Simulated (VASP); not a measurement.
Set up this calculation in VASP 6.6.1, as the native input.

| Item | Value |
| --- | --- |
| Task | relaxation of cell and atoms |
| Functional | PBEsol |
| Potentials or basis | VASP PAW PBE potentials, release 64 (Al, P) |
| Cutoff | 500 eV |
| k mesh | 8 × 8 × 8 |
| Occupations | gaussian, width 0.01 eV |
| Spin | no spin polarisation |
| Target pressure | -3 GPa |
| Dipole correction | no |
| Further INCAR settings | ALGO = Normal; EDIFF = 1e-07; IBRION = 2; EDIFFG = -0.001; NSW = 80; ISIF = 3 |

The structure of AlP lies in POSCAR:

```
AlP
1.0
    0.0000000000      2.7351727398      2.7351727398
    2.7351727398      0.0000000000      2.7351727398
    2.7351727398      2.7351727398      0.0000000000
Al P
1 1
Direct
    0.0000000000      0.0000000000      0.0000000000
    0.7500000000      0.7500000000      0.7500000000
```

The input as run:

INCAR

```
  PREC = Accurate
  ENCUT = 500
  EDIFF = 1E-7
  ISMEAR = 0
  SIGMA = 0.01
  LREAL = F
  LASPH = T
  NELM = 120
  ALGO = Normal
  ISIF = 3
  LWAVE = F
  LCHARG = F
  GGA = PS
  IBRION = 2
  NSW = 80
  EDIFFG = -0.001
  PSTRESS = -30.0
  GGA_COMPAT = F
  NELMIN = 4
```

KPOINTS

```
Automatic mesh
0
Gamma
  8 8 8
```

Potentials or basis: VASP PAW PBE potentials, release 64 (Al, P).

Launch:

```sh
$ cat potpaw_PBE.64/Al/POTCAR potpaw_PBE.64/P/POTCAR > POTCAR
$ mpirun -np 1 vasp_std > vasp.out
```

It gave:

| Item | Value |
| --- | --- |
| Relaxed volume | 21.25 Å³/atom |
| Relaxed cell | a = 3.917 Å, b = 3.917 Å, c = 3.917 Å, α = 60.00°, β = 60.00°, γ = 60.00° |
| Space group after relaxing (to 0.05 Å) | F-43m (No. 216) |
| Energy change on relaxing (the enthalpy is what falls) | +7.5 meV/atom |
| Ionic steps | 3 |
| Pressure after relaxing | -3.0 GPa |
| Band gap on the k mesh | 1.52 eV, indirect (least direct gap 2.84 eV) |

Caveat: the cell is relaxed towards a set pressure, so the enthalpy falls and the energy may rise; the PAW data sets were made with another functional, which shifts forces and pressure a little.

It took 13 s on 1 thread of Intel(R) Xeon(R) Platinum 8559C (Emerald Rapids), on a shared host, peak memory 0.15 GiB.
